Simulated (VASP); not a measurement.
# SiF (Pm-3m) in VASP: notebook

Aim: see how the results for SiF move with the level of theory and the settings. Levels: HSE06, PBEsol, PBEsol+D3(BJ). Tasks: single point.

Program: VASP 6.6.1. These are calculated values, not measurements. Logs are shortened: lines on timing, memory, paths and dates and some standing lists are left out, and cuts for length are marked.

## Step 1: The cell of the first run

Symmetry: Pm-3m, No. 221, cubic system. Conventional cell: a = 3.029 Å, b = 3.029 Å, c = 3.029 Å, α = 90.00°, β = 90.00°, γ = 90.00°. Si (site symmetry m-3m) has 8 F at 2.62 Å and 6 Si at 3.03 Å within 3.5 Å. F (site symmetry m-3m) has 8 Si at 2.62 Å and 6 F at 3.03 Å within 3.5 Å.

## Step 2: Single point, HSE06

Input file POSCAR:

```
SiF
1.0
    3.0286000000      0.0000000000      0.0000000000
    0.0000000000      3.0286000000      0.0000000000
    0.0000000000      0.0000000000      3.0286000000
Si F
1 1
Direct
    0.5000000000      0.5000000000      0.5000000000
    0.0000000000      0.0000000000      0.0000000000
```

Input file INCAR.step1:

```
ALGO = Normal
EDIFF = 1E-5
ENCUT = 520
GGA = PE
ISIF = 2
ISMEAR = 0
LASPH = T
LCHARG = F
LREAL = F
LWAVE = T
NBANDS = 12
NELM = 100
PREC = Accurate
SIGMA = 0.005
```

Input file INCAR.step2:

```
ALGO = Normal
EDIFF = 1E-6
ENCUT = 520
GGA = PE
HFSCREEN = 0.2079
ISIF = 2
ISMEAR = 0
ISTART = 1
LASPH = T
LCHARG = F
LHFCALC = T
LREAL = F
LWAVE = F
NBANDS = 12
NELM = 100
PREC = Accurate
PRECFOCK = Normal
SIGMA = 0.005
```

Input file KPOINTS:

```
k-points
0
Gamma
  5 5 5
```

Potentials or basis: VASP PAW PBE potentials, release 64 (Si, F).

Launch:

```bash
$ cat potpaw_PBE.64/Si/POTCAR potpaw_PBE.64/F/POTCAR > POTCAR
$ cp INCAR.step1 INCAR
$ mpirun -np 1 vasp_std > vasp.out
$ cp INCAR.step2 INCAR
$ mpirun -np 1 vasp_std > vasp.out
```

OUTCAR:

```text
EDIFF = 1E-6
   ENCUT = 520
   GGA = PE
   HFSCREEN = 0.2079
   ISIF = 2
   ISMEAR = 0
   ISTART = 1
   LASPH = T
   LHFCALC = T
   LREAL = F
   NELM = 100
   PREC = Accurate
   PRECFOCK = Normal

 ion  position               nearest neighbor table
   1  0.500  0.500  0.500-
   2  0.000  0.000  0.000-

  LATTYP: Found a simple cubic cell.
 ALAT       =     3.0286000000

  Lattice vectors:

 A1 = (   3.0286000000,   0.0000000000,   0.0000000000)
 A2 = (   0.0000000000,   3.0286000000,   0.0000000000)
 A3 = (   0.0000000000,   0.0000000000,   3.0286000000)

Analysis of symmetry for initial positions (statically):
=====================================================================
 Subroutine PRICEL returns:
 Original cell was already a primitive cell.

 Routine SETGRP: Setting up the symmetry group for a
 simple cubic supercell.

 Subroutine GETGRP returns: Found 48 space group operations
 (whereof 48 operations were pure point group operations)
 out of a pool of 48 trial point group operations.

The static configuration has the point symmetry O_h .

Analysis of symmetry for dynamics (positions and initial velocities):
=====================================================================
 Subroutine PRICEL returns:
 Original cell was already a primitive cell.

 Routine SETGRP: Setting up the symmetry group for a
 simple cubic supercell.

 Subroutine GETGRP returns: Found 48 space group operations
 (whereof 48 operations were pure point group operations)
 out of a pool of 48 trial point group operations.

The dynamic configuration has the point symmetry O_h .

 Subroutine INISYM returns: Found 48 space group operations
 (whereof 48 operations are pure point group operations),
 and found     1 'primitive' translations

----------------------------------------------------------------------------------------

                                     Primitive cell

  volume of cell :      27.7796

  direct lattice vectors                    reciprocal lattice vectors
     3.028600000  0.000000000  0.000000000     0.330185564  0.000000000  0.000000000
     0.000000000  3.028600000  0.000000000     0.000000000  0.330185564  0.000000000
     0.000000000  0.000000000  3.028600000     0.000000000  0.000000000  0.330185564
[... 83 lines left out ...]
   EFERMI =   0.00;   METHOD = LEGACY
   ISMEAR =     0;   SIGMA  =   0.01  broadening in eV -4-tet -1-fermi 0-gaus
   EFERMI_NEDOS =   21; number of points for ismear=-14 and -15
   IALGO  =     38    algorithm
   IMIX   =      1    mixing-type and parameters
     AMIX     =   0.40;   BMIX     =  1.00
     AMIX_MAG =   1.60;   BMIX_MAG =  1.00
  volume/ion in A,a.u.               =      13.89        93.73
  Fermi-wavevector in a.u.,A,eV,Ry     =   1.202164  2.271761 19.663124  1.445199
  Thomas-Fermi vector in A             =   2.337953
   LORBIT       =      0    0 simple, 1 ext, 2 COOP (PROOUT), +10 PAW based schemes
   GGA     = PE    functional components
   LHFCALC =     T    Hartree Fock is set to
   PRECFOCK=normal    Normal, Fast or Accurate (Low or Medium for compatibility)
   ENCUT4O =  -1.0   cutoff for four orbital integrals eV
   NKREDX  =     1    reduce k-point grid by
   NKREDY  =     1    reduce k-point grid by
   NKREDZ  =     1    reduce k-point grid by
   AEXX    =    0.2500 exact exchange contribution
   HFSCREEN=    0.2079 screening length (either q_TF or 0.3 A-1)
   HFSCREENC=   0.2079 screening length for correlation (either q_TF or 0.3 A-1)
   ENCUTFOCK=  -1.0 apply spherical cutoff to Coloumb kernel
   IVDW    =     0    specifies the selected vdW correction
   LEPSILON=     F    determine dielectric tensor
   LRPA    =     F    only Hartree local field effects (RPA)
 non-spin polarized calculation
 Gauss-broadening in eV      SIGMA  =   0.01
  energy-cutoff  :      520.00
  volume of cell :       27.78
 maximum number of plane-waves:       752
 NGX is ok and might be reduce to    24
  NGX = 18; NGY = 18; NGZ = 18

 number of electron      11.0000013 magnetization

 Free energy of the ion-electron system (eV)
  ---------------------------------------------------
  ext. energy  EPLUGINS =         0.00000000
  ---------------------------------------------------
  free energy    TOTEN  =        -9.64883367 eV

  energy without entropy =       -9.64835303  energy(sigma->0) =       -9.64859335

 E-fermi :   5.5008     XC(G=0):  -8.5161

 val. band max:        5.4990979994   @ k =   0.4000   0.2000   0.2000
 cond. band min:       6.1121019108   @ k =   0.4000   0.4000   0.2000
 fundamental gap:      0.6130039113
 Fermi energy:         5.5008260850

 k-point     1 :       0.0000    0.0000    0.0000
  band No.  band energies     occupation
      1     -21.3942      2.00000
      2      -4.5526      2.00000
      3      -0.8453      2.00000
      4      -0.8453      2.00000
      5      -0.8453      2.00000
      6      11.6480      0.00000
      7      11.6480      0.00000
      8      11.6480      0.00000
      9      12.1877      0.00000
     10      12.1877      0.00000
     11      22.7215      0.00000
     12      23.8767      0.00000
[... 121 lines left out ...]
 k-point    10 :       0.4000    0.4000    0.4000
  band No.  band energies     occupation
      1     -20.8735      2.00000
      2      -2.2469      2.00000
      3      -1.7443      2.00000
      4      -1.7443      2.00000
      5       1.2772      2.00000
      6       5.3721      2.00000
      7       5.3721      2.00000
      8       7.0207      0.00000
      9      15.4419      0.00000
     10      16.0250      0.00000
     11      16.0250      0.00000
     12      27.1054      0.00000

------------------------ aborting loop because EDIFF is reached ----------------------------------------

  FORCE on cell =-STRESS in cart. coord.  units (eV):
  Direction    XX          YY          ZZ          XY          YZ          ZX
  --------------------------------------------------------------------------------------
  -------------------------------------------------------------------------------------
  Total       -0.3483680     -0.3483680     -0.3483680     -0.0000000     -0.0000000      0.0000000
  in kB      -20.0919936    -20.0919936    -20.0919936     -0.0000000     -0.0000000      0.0000000
  external PRESSURE =     -20.0919936 kB  Pullay stress =       0.0000000 kB

 VOLUME and BASIS-vectors are now :
 -----------------------------------------------------------------------------
  energy-cutoff  :      520.00
  volume of cell :       27.78
      direct lattice vectors                 reciprocal lattice vectors
     3.028600000  0.000000000  0.000000000     0.330185564  0.000000000  0.000000000
     0.000000000  3.028600000  0.000000000     0.000000000  0.330185564  0.000000000
     0.000000000  0.000000000  3.028600000     0.000000000  0.000000000  0.330185564

 POSITION                                       TOTAL-FORCE (eV/Angst)
 -----------------------------------------------------------------------------------
      1.51430      1.51430      1.51430         0.000000      0.000000      0.000000
      0.00000      0.00000      0.00000         0.000000      0.000000      0.000000
 -----------------------------------------------------------------------------------
    total drift:                               -0.000000     -0.000000     -0.000000

  FREE ENERGIE OF THE ION-ELECTRON SYSTEM (eV)
  ---------------------------------------------------
  free  energy   TOTEN  =        -9.6488336708 eV

  energy  without entropy=       -9.6483530315  energy(sigma->0) =       -9.64859335
```

OUTCAR.step1:

```text
EDIFF = 1E-5
   ENCUT = 520
   GGA = PE
   ISIF = 2
   ISMEAR = 0
[... 355 lines left out ...]
 -----------------------------------------------------------------------------------
      1.51430      1.51430      1.51430         0.000000      0.000000      0.000000
      0.00000      0.00000      0.00000         0.000000      0.000000      0.000000
 -----------------------------------------------------------------------------------
    total drift:                                0.000000      0.000000      0.000000

  FREE ENERGIE OF THE ION-ELECTRON SYSTEM (eV)
  ---------------------------------------------------
  free  energy   TOTEN  =        -7.8482126326 eV

  energy  without entropy=       -7.8477319933  energy(sigma->0) =       -7.84797231
```

Run time: 86 s. Hardware: 1 thread of Intel Xeon 6975P-C (Granite Rapids), shared host; peak memory 0.23 GiB.

What came out:

```yaml
Free_energy: -9.6488 eV
Pressure: -2.0 GPa
```

Caveat: the k points lie up to 0.41 Å⁻¹ apart; the PAW data sets were made with another functional, which shifts forces and pressure a little; an odd number of electrons without spin polarisation forces a metal; a magnetic or distorted state may lie lower.

## Step 3: Single point, PBEsol

This run uses another cell than the first one, of 13.26 Å³/atom, 0.955 times its volume.

Input file INCAR:

```
  PREC = Accurate
  ENCUT = 520
  EDIFF = 1E-7
  ISMEAR = -1
  SIGMA = 0.05
  LREAL = F
  LASPH = T
  NELM = 100
  ALGO = Normal
  ISIF = 2
  LWAVE = F
  LCHARG = F
  GGA = PS
  NBANDS = 12
```

Input file KPOINTS:

```
regular mesh
0
Gamma
  9 9 9
```

Input file POSCAR:

```
SiF
1.0
    2.9819549509      0.0000000000      0.0000000000
    0.0000000000      2.9819549509      0.0000000000
    0.0000000000      0.0000000000      2.9819549509
Si F
1 1
Direct
    0.5000000000      0.5000000000      0.5000000000
    0.0000000000      0.0000000000      0.0000000000
```

Potentials or basis: VASP PAW PBE potentials, release 64 (Si, F).

Launch:

```bash
$ cat potpaw_PBE.64/Si/POTCAR potpaw_PBE.64/F/POTCAR > POTCAR
$ mpirun -np 1 vasp_std > vasp.out
```

OUTCAR:

```text
PREC = Accurate
   ENCUT = 520
   EDIFF = 1E-7
   ISMEAR = -1
   LREAL = F
   LASPH = T
   NELM = 100
   ISIF = 2
   GGA = PS

 ion  position               nearest neighbor table
   1  0.500  0.500  0.500-
   2  0.000  0.000  0.000-

  LATTYP: Found a simple cubic cell.
 ALAT       =     2.9819549509

  Lattice vectors:

 A1 = (   2.9819549509,   0.0000000000,   0.0000000000)
 A2 = (   0.0000000000,   2.9819549509,   0.0000000000)
 A3 = (   0.0000000000,   0.0000000000,   2.9819549509)

Analysis of symmetry for initial positions (statically):
=====================================================================
 Subroutine PRICEL returns:
 Original cell was already a primitive cell.

 Routine SETGRP: Setting up the symmetry group for a
 simple cubic supercell.

 Subroutine GETGRP returns: Found 48 space group operations
 (whereof 48 operations were pure point group operations)
 out of a pool of 48 trial point group operations.

The static configuration has the point symmetry O_h .

Analysis of symmetry for dynamics (positions and initial velocities):
=====================================================================
 Subroutine PRICEL returns:
 Original cell was already a primitive cell.

 Routine SETGRP: Setting up the symmetry group for a
 simple cubic supercell.

 Subroutine GETGRP returns: Found 48 space group operations
 (whereof 48 operations were pure point group operations)
 out of a pool of 48 trial point group operations.

The dynamic configuration has the point symmetry O_h .

 Subroutine INISYM returns: Found 48 space group operations
 (whereof 48 operations are pure point group operations),
 and found     1 'primitive' translations

----------------------------------------------------------------------------------------
[... 112 lines left out ...]
     AMIX     =   0.40;   BMIX     =  1.00
     AMIX_MAG =   1.60;   BMIX_MAG =  1.00
  volume/ion in A,a.u.               =      13.26        89.47
  Fermi-wavevector in a.u.,A,eV,Ry     =   1.220969  2.307297 20.283094  1.490765
  Thomas-Fermi vector in A             =   2.356168
   LORBIT       =      0    0 simple, 1 ext, 2 COOP (PROOUT), +10 PAW based schemes
   GGA     = PS    functional components
   LHFCALC =     F    Hartree Fock is set to
   AEXX    =    0.0000 exact exchange contribution
   IVDW    =     0    specifies the selected vdW correction
   LEPSILON=     F    determine dielectric tensor
   LRPA    =     F    only Hartree local field effects (RPA)
 non-spin polarized calculation
  energy-cutoff  :      520.00
  volume of cell :       26.52
 maximum number of plane-waves:       739
 NGX is ok and might be reduce to    24
   NGX = 11   NGY = 11   NGZ = 11

 number of electron      11.0000002 magnetization

 Free energy of the ion-electron system (eV)
  ---------------------------------------------------
  ext. energy  EPLUGINS =         0.00000000
  ---------------------------------------------------
  free energy    TOTEN  =        -8.38370827 eV

  energy without entropy =       -8.36693787  energy(sigma->0) =       -8.37532307

 E-fermi :   6.2642     XC(G=0): -10.6867

 val. band max:        6.2335795327   @ k =   0.3333   0.2222   0.0000
 cond. band min:       6.2651932571   @ k =   0.4444   0.4444   0.4444
 fundamental gap:      0.0316137244
 Fermi energy:         6.2641877582

 k-point     1 :       0.0000    0.0000    0.0000
  band No.  band energies     occupation
      1     -18.0957      2.00000
      2      -2.8031      2.00000
      3       0.7623      2.00000
      4       0.7623      2.00000
      5       0.7623      2.00000
      6      11.7023      0.00000
      7      11.7023      0.00000
      8      11.7023      0.00000
      9      11.9354      0.00000
     10      11.9354      0.00000
     11      23.0152      0.00000
     12      23.5204      0.00000
[... 331 lines left out ...]
 k-point    24 :       0.4444    0.3333    0.1111
  band No.  band energies     occupation
      1     -17.6513      2.00000
      2      -2.2943      2.00000
      3      -0.8370      2.00000
      4       1.0389      2.00000
      5       2.0971      2.00000
      6       6.3339      0.39764
      7       7.4160      0.00000
      8      11.5268      0.00000
      9      14.1036      0.00000
     10      17.8989      0.00000
     11      18.8348      0.00000
     12      19.2530      0.00000

 [... further k-points ...]
[... 5 lines left out ...]
  --------------------------------------------------------------------------------------
  -------------------------------------------------------------------------------------
  Total       -0.0344888     -0.0344888     -0.0344888      0.0000000     -0.0000000      0.0000000
  in kB       -2.0839388     -2.0839388     -2.0839388      0.0000000     -0.0000000      0.0000000
  external PRESSURE =      -2.0839388 kB  Pullay stress =       0.0000000 kB

 VOLUME and BASIS-vectors are now :
 -----------------------------------------------------------------------------
  energy-cutoff  :      520.00
  volume of cell :       26.52
      direct lattice vectors                 reciprocal lattice vectors
     2.981954951  0.000000000  0.000000000     0.335350472  0.000000000  0.000000000
     0.000000000  2.981954951  0.000000000     0.000000000  0.335350472  0.000000000
     0.000000000  0.000000000  2.981954951     0.000000000  0.000000000  0.335350472

 POSITION                                       TOTAL-FORCE (eV/Angst)
 -----------------------------------------------------------------------------------
      1.49098      1.49098      1.49098         0.000000      0.000000      0.000000
      0.00000      0.00000      0.00000         0.000000      0.000000      0.000000
 -----------------------------------------------------------------------------------
    total drift:                               -0.000000      0.000000      0.000000

  FREE ENERGIE OF THE ION-ELECTRON SYSTEM (eV)
  ---------------------------------------------------
  free  energy   TOTEN  =        -8.3837082665 eV

  energy  without entropy=       -8.3669378713  energy(sigma->0) =       -8.37532307
```

stdout:

```text
POSCAR found type information on POSCAR SiF
 POSCAR found :  2 types and       2 ions
 scaLAPACK will be used
 -----------------------------------------------------------------------------
|                                                                             |
|                                                                             |
|     You enforced a specific xc type in the INCAR file but a different       |
|     I HOPE YOU KNOW WHAT YOU ARE DOING!                                     |
|                                                                             |
 -----------------------------------------------------------------------------

 LDA part: xc-table for (Slater+PW92), standard interpolation
 POSCAR, INCAR and KPOINTS ok, starting setup
 FFT: planning ... GRIDC
 FFT: planning ... GRID_SOFT
 FFT: planning ... GRID
 WAVECAR not read
 entering main loop
```

It took 3.9 s on 1 thread of Intel Xeon 6975P-C (Granite Rapids), shared host; peak memory 0.13 GiB.

Results:

| Item | Value |
| --- | --- |
| Free energy | -8.3837 eV |
| Pressure | -0.2 GPa |

Levels at points of the mesh, in eV from the Fermi level:
| k point | band 1 | band 2 | band 3 | band 4 | band 5 | band 6 | band 7 | band 8 | band 9 | band 10 |
| --- | --- | --- | --- | --- | --- | --- | --- | --- | --- | --- |
| (0.00, 0.00, 0.00) | -24.36 | -9.07 | -5.50 | -5.50 | -5.50 | 5.44 | 5.44 | 5.44 | 5.67 | 5.67 |

Caveat: the PAW data sets were made with another functional, which shifts forces and pressure a little; an odd number of electrons without spin polarisation forces a metal; a magnetic or distorted state may lie lower.

## Step 4: Single point, PBEsol+D3(BJ)

This run uses another cell than the first one, of 13.22 Å³/atom, 0.952 times its volume.

Input file INCAR:

```
SYSTEM = SiF
PREC = Accurate ; ENCUT = 520
EDIFF = 1E-6 ; ISMEAR = -1
SIGMA = 0.05 ; LREAL = .FALSE.
LASPH = .TRUE. ; NELM = 60
ALGO = Normal ; ISIF = 2
LWAVE = .FALSE. ; LCHARG = .TRUE.
GGA = PS ; IVDW = 12
LELF = .TRUE. ; LVHAR = .TRUE.
NBANDS = 12
```

Input file KPOINTS:

```
Automatic mesh
0
G
  9 9 9
  0 0 0
```

Input file POSCAR:

```
SiF
1.0
    2.9792463342      0.0000000000      0.0000000000
    0.0000000000      2.9792463342      0.0000000000
    0.0000000000      0.0000000000      2.9792463342
Si F
1 1
Direct
    0.5000000000      0.5000000000      0.5000000000
    0.0000000000      0.0000000000      0.0000000000
```

Launch:

```bash
$ cat potpaw_PBE.64/Si/POTCAR potpaw_PBE.64/F/POTCAR > POTCAR
$ mpirun -np 1 vasp_std > vasp.out
```

It took 5.1 s on 1 thread of Intel Xeon 6975P-C (Granite Rapids), shared host; peak memory 0.14 GiB.

Results (log left out):

- Free energy: -8.7998 eV
- Pressure: -0.2 GPa
- Dispersion energy per atom: -0.208 eV

Levels at points of the mesh, in eV from the Fermi level:
| k point | band 1 | band 2 | band 3 | band 4 | band 5 | band 6 | band 7 | band 8 | band 9 | band 10 |
| --- | --- | --- | --- | --- | --- | --- | --- | --- | --- | --- |
| (0.00, 0.00, 0.00) | -24.38 | -9.07 | -5.52 | -5.52 | -5.52 | 5.45 | 5.45 | 5.45 | 5.67 | 5.67 |

Caveat: the PAW data sets were made with another functional, which shifts forces and pressure a little; an odd number of electrons without spin polarisation forces a metal; a magnetic or distorted state may lie lower; pairwise dispersion overbinds metals, which lowers pressure and volume.

(Part 1 of 2 ends here.)
